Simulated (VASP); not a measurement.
Wanted: the native input for a VASP 6.6.1 run.

| Item | Value |
| --- | --- |
| Task | single point |
| Functional | LDA |
| Potentials or basis | VASP PAW LDA potentials, release 64 (Ba_sv) |
| Cutoff | 520 eV |
| k mesh | 12 × 12 × 12 |
| Occupations | gaussian, width 0.1 eV |
| Spin | no spin polarisation |
| Dipole correction | no |
| Further INCAR settings | ALGO = Normal; EDIFF = 1e-07; NBANDS = 11 |

The structure of Ba lies in POSCAR:

```
Ba
1.0
   -2.3757001155      2.3757001155      2.3757001155
    2.3757001155     -2.3757001155      2.3757001155
    2.3757001155      2.3757001155     -2.3757001155
Ba
1
Direct
    0.0000000000      0.0000000000      0.0000000000
```

These files were run (other wordings do the same):

INCAR

```
PREC = Accurate ; ENCUT = 520
EDIFF = 1E-7 ; ISMEAR = 0
SIGMA = 0.1 ; LREAL = False
LASPH = True ; NELM = 80
ALGO = Normal ; ISIF = 2
LWAVE = False ; LCHARG = False
NBANDS = 11
```

KPOINTS

```
regular mesh
0
Gamma
  12 12 12
```

Potentials or basis: VASP PAW LDA potentials, release 64 (Ba_sv).

The run is started by

```console
$ cat potpaw_LDA.64/Ba_sv/POTCAR > POTCAR
$ mpirun -np 1 vasp_std > vasp.out
```

Results of the run:

```
Pressure               : 0.1 GPa
Band gap on the k mesh : zero (bands 5 and 6 overlap by 1.48 eV)
```

Caveat: spin-orbit coupling is left out, which moves the levels of the heavy elements.

Wall time 40 s on 1 thread of Intel Xeon 8259CL (shared host), peak memory 0.18 GiB.
